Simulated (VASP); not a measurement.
## Bi2S3: electric field gradients with PBE

Crystal: Bi2S3.

```
CELL_PARAMETERS angstrom
11.34500 0.00000 0.00000
0.00000 3.99400 0.00000
0.00000 0.00000 11.19300
ATOMIC_POSITIONS crystal
Bi 0.48350 0.25000 0.32570
Bi 0.01650 0.75000 0.82570
Bi 0.98350 0.25000 0.17430
Bi 0.51650 0.75000 0.67430
Bi 0.34070 0.75000 0.03390
Bi 0.15930 0.25000 0.53390
Bi 0.84070 0.75000 0.46610
Bi 0.65930 0.25000 0.96610
S 0.28350 0.25000 0.19430
S 0.21650 0.75000 0.69430
S 0.78350 0.25000 0.30570
S 0.71650 0.75000 0.80570
S 0.54950 0.75000 0.12860
S 0.95050 0.25000 0.62860
S 0.04950 0.75000 0.37140
S 0.45050 0.25000 0.87140
S 0.37670 0.75000 0.44140
S 0.12330 0.25000 0.94140
S 0.87670 0.75000 0.05860
S 0.62330 0.25000 0.55860
```

* Program: VASP 6.6.1
* Task: electric field gradients
* Functional: PBE
* Potentials or basis: VASP PAW PBE potentials, release 64 (Bi_d, S)
* Cutoff: 520 eV
* k mesh: 3 × 7 × 3
* Occupations: fermi-dirac, width 0.02 eV
* Spin: no spin polarisation
* Dipole correction: no
* Further INCAR settings: LREAL = Auto; ALGO = Normal; EDIFF = 1e-08; NBANDS = 112

```json
{"Pressure": "1.4 GPa", "Largest force": "0.188 eV/Å", "Band gap on the k mesh": "1.40 eV (least direct gap 1.49 eV)", "Largest electric field gradient by atom": "Bi +102.4, -239.0 (each value once); S -23.9, +46.4, -91.2 (each value once) V/Å²"}
```

Forces in eV/Å, atoms in the order of the input:
```
Bi   0.149  0.000 -0.066
Bi  -0.149  0.000 -0.066
Bi   0.149  0.000  0.066
Bi  -0.149  0.000  0.066
Bi  -0.150  0.000 -0.033
Bi   0.150  0.000 -0.033
Bi  -0.150  0.000  0.033
Bi   0.150  0.000  0.033
S    0.003  0.000 -0.126
S   -0.003  0.000 -0.126
S    0.003  0.000  0.126
S   -0.003  0.000  0.126
S    0.129  0.000  0.069
S   -0.129  0.000  0.069
S    0.129  0.000 -0.069
S   -0.129  0.000 -0.069
S   -0.038  0.000  0.184
S    0.038  0.000  0.184
S   -0.038  0.000 -0.184
S    0.038  0.000 -0.184
```

Stress tensor (GPa, compression positive):
```
1.85 0.00 0.00
0.00 1.41 0.00
0.00 0.00 1.08
```

Levels at points of the mesh, in eV from the valence-band top:
| k point | band 94 | band 95 | band 96 | band 97 | band 98 | band 99 |
| --- | --- | --- | --- | --- | --- | --- |
| (0.00, 0.00, 0.00) | -0.22 | -0.16 | -0.11 | 1.40 | 1.73 | 1.87 |

Electric field gradients, principal values (V/Å²):
| atom | least | middle | greatest (by size) |
| --- | --- | --- | --- |
| 1 Bi | -6.494 | -95.934 | 102.427 |
| 2 Bi | -6.494 | -95.934 | 102.427 |
| 3 Bi | -6.494 | -95.934 | 102.427 |
| 4 Bi | -6.494 | -95.934 | 102.427 |
| 5 Bi | 117.957 | 121.051 | -239.008 |
| 6 Bi | 117.957 | 121.051 | -239.008 |
| 7 Bi | 117.957 | 121.051 | -239.008 |
| 8 Bi | 117.957 | 121.051 | -239.008 |
| 9 S | 5.704 | 18.209 | -23.913 |
| 10 S | 5.704 | 18.209 | -23.913 |
| 11 S | 5.704 | 18.209 | -23.913 |
| 12 S | 5.704 | 18.209 | -23.913 |
| 13 S | -3.687 | -42.746 | 46.432 |
| 14 S | -3.687 | -42.746 | 46.432 |
| 15 S | -3.687 | -42.746 | 46.432 |
| 16 S | -3.687 | -42.746 | 46.432 |
| 17 S | 33.586 | 57.663 | -91.249 |
| 18 S | 33.586 | 57.663 | -91.249 |
| 19 S | 33.586 | 57.663 | -91.249 |
| 20 S | 33.586 | 57.663 | -91.249 |

Wall time 25 min on 4 MPI ranks on AMD EPYC 7571, on a shared host, peak memory 0.86 GiB a rank.

Caveat: without QUAD_EFG the Cq values of the log hold for a quadrupole moment of 1 mb, not for the nuclei; spin-orbit coupling is left out, which moves the levels of the heavy elements. As with any semilocal functional, this PBE gap is likely too small.
